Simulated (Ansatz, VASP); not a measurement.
One calculation of SnSe, two programs

```
CELL_PARAMETERS angstrom
0.00000 3.01000 3.10030
3.01000 0.00000 3.10030
3.01000 3.01000 0.00000
ATOMIC_POSITIONS crystal
Sn 0.00000 0.00000 0.00000
Se 0.50000 0.50000 0.50000
```

Change from the starting cell: zz strain of +3 %, crystal datasets.

Alike in both runs: task electric field gradients; functional PBE; k mesh 9 × 9 × 9; occupations fermi-dirac, width 0.02 eV; no spin polarisation.

```csv
,VASP,Ansatz
version,VASP 6.6.1,Ansatz 0.2.0
potentials or method,"VASP PAW PBE potentials, release 64 (Sn_d, Se), cutoff 520 eV","all-electron PAW with datasets made for the crystal, scalar-relativistic"
```

Ansatz gave:

```
pressure (GPa)                                                : -0.3
traceless stress, the component that is largest in VASP (GPa) : -1.98
size of Vzz on the site where it differs most (V/Å²)          : 42.1
```

Estimate VASP's values.

pressure (GPa): -0.3; traceless stress, the component that is largest in VASP (GPa): -1.99; size of Vzz on the site where it differs most (V/Å²): 40.1.

Ansatz ran all-electron here, and VASP with PAW potentials.
